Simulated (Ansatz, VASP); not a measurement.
**One calculation of Hf3ZrS8, two programs**

```xyz
12
Lattice="3.6194 0.0000 0.0000 -1.8097 3.1345 0.0000 0.0000 0.0000 23.3317" Properties=species:S:1:pos:R:3 pbc="T T T"
Zr    0.0000    0.0000   11.6658
Hf    0.0000    0.0000   17.4988
Hf    0.0000    0.0000    0.0000
Hf    0.0000    0.0000    5.8329
S     0.0000    2.0897   18.9523
S     0.0000    2.0897    1.4536
S     0.0000    2.0897    7.2865
S     0.0000    2.0897   13.1194
S     1.8097    1.0448   21.8781
S     1.8097    1.0448    4.3794
S     1.8097    1.0448   10.2123
S     1.8097    1.0448   16.0452
```

Alike in both runs: task single point; functional PBE; k mesh 6 × 6 × 1; occupations gaussian, width 0.1 eV; no spin polarisation.

|  | VASP | Ansatz |
| --- | --- | --- |
| version | VASP 6.6.1 | Ansatz 0.2.0 |
| potentials or method | VASP PAW PBE potentials, release 64 (Zr_sv, Hf_pv, S), cutoff 520 eV | scalar-relativistic, plane waves, PAW |
| valence electrons in the cell | 90 | 138 |

|  | VASP | Ansatz | Ansatz less VASP |
| --- | --- | --- | --- |
| gap on the k mesh at the Fermi level (eV) | 0.88 | 0.86 | -0.018 |
| least direct gap on the mesh (eV) | 1.53 | 1.51 | -0.024 |
| pressure (GPa) | 2.1 | 2.5 | +0.45 |
| traceless stress, the component that is largest in VASP (GPa) | -0.05 | -0.12 | -0.066 |
| rms of the force components (eV/Å) | 0.061 | 0.045 | -0.0155 |

Atom by atom the forces differ by 0.027 eV/Å (rms over components). With one functional, cell and mesh, what is left measures potentials, basis and numerics. VASP's potentials hold 90 valence electrons a cell and Ansatz's 138, so a difference there can come from the potentials and not from the codes.

Neither program's run includes spin-orbit coupling.
